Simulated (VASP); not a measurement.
A run of VASP 6.6.1 is set up as follows.

File INCAR:

```
SYSTEM = SnO
  PREC = Accurate
  ENCUT = 520
  EDIFF = 1E-6
  ISMEAR = 0
  SIGMA = 0.1
  LREAL = .False.
  LASPH = .True.
  NELM = 80
  ALGO = Normal
  ISIF = 2
  LWAVE = .False.
  LCHARG = .True.
  GGA = PE
  LELF = .True.
  LVHAR = .True.
  NBANDS = 28
```

File KPOINTS:

```
Automatic mesh
0
Gamma
  4 4 4
  0 0 0
```

POSCAR

```
SnO
1.0
    2.7369522190     -2.7358755322      0.0054964254
    2.7369522190      2.7358755322      0.0054964254
   -0.0104407207      0.0000000000      5.0573721525
Sn O
2 2
Direct
    0.2500067999      0.2500067999      0.2292373233
    0.7499932001      0.7499932001      0.7707626767
    0.7499955046      0.2500044954      0.0000000000
    0.2500044954      0.7499955046      0.0000000000
```

Potentials or basis: VASP PAW PBE potentials, release 64 (Sn_d, O).

Run with:

```console
$ cat potpaw_PBE.64/Sn_d/POTCAR potpaw_PBE.64/O/POTCAR > POTCAR
$ mpirun -np 1 vasp_std > vasp.out
```

Q: What does it give for the pressure?

A: 0.2 GPa.

Q: Predict the band gap on the k mesh.

A: 0.50 eV, indirect (least direct gap 1.91 eV).

Forces in eV/Å, atoms in the order of the input:
```
Sn   0.000  0.000  0.052
Sn   0.000  0.000 -0.052
O    0.000  0.000  0.000
O    0.000  0.000  0.000
```

Caveat: spin-orbit coupling is left out, which moves the levels of the heavy elements. A k mesh can miss the band edges.
